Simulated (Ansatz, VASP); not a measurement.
## One calculation of P, two programs

File INCAR:

```
PREC = Accurate
ENCUT = 520
EDIFF = 1E-6
ISMEAR = -1
SIGMA = 0.1
LREAL = F
LASPH = T
NELM = 80
ALGO = Normal
ISIF = 2
LWAVE = F
LCHARG = F
GGA = CA
NBANDS = 8
```

Contents of KPOINTS:

```
Automatic mesh
0
Gamma
  17 17 17
```

Contents of POSCAR:

```
P
1.0
    0.0000000000      1.6761008608      1.6761008608
    1.6761008608      0.0000000000      1.6761008608
    1.6761008608      1.6761008608      0.0000000000
P
1
Direct
    0.0000000000      0.0000000000      0.0000000000
```

Input for Ansatz:

```yaml
crystal:
  lattice:
    - [0.0, 1.6761008608, 1.6761008608]
    - [1.6761008608, 0.0, 1.6761008608]
    - [1.6761008608, 1.6761008608, 0.0]
  atoms:
    - { symbol: P, position: [0.0, 0.0, 0.0] }
kpoints:
  mp_grid: { grid: [17, 17, 17] }
scf:
  occupations: { method: fermi_dirac, width: 0.1 }
hamiltonian:
  xc: lda
  pseudopotentials: { kind: all_electron, lapw: { basis_error: 0.001 } }
output:
  forces: true
  stress: true
  eigenvalues: true
  populations: true
```

Change from the starting cell: volume scaled by 0.68, LAPW.

Alike in both runs: task single point; functional LDA; k mesh 17 × 17 × 17; occupations fermi-dirac, width 0.1 eV; no spin polarisation.

```csv
,VASP,Ansatz
version,VASP 6.6.1,Ansatz 0.2.0
potentials or method,"VASP PAW LDA potentials, release 64 (P), cutoff 520 eV","all-electron LAPW, scalar-relativistic"
```

VASP gave:

* pressure (GPa): 84.3

What did Ansatz give for the same quantities?

Pressure (GPa): 85.5.

LDA's correlation is that of Perdew and Zunger in VASP and of Perdew and Wang (1992) in Ansatz. Both programs put the cell under a high pressure, so it lies far from rest at this level. Ansatz ran all-electron here, and VASP with PAW potentials.

Noted on VASP's run: the cell as given lies far from equilibrium.
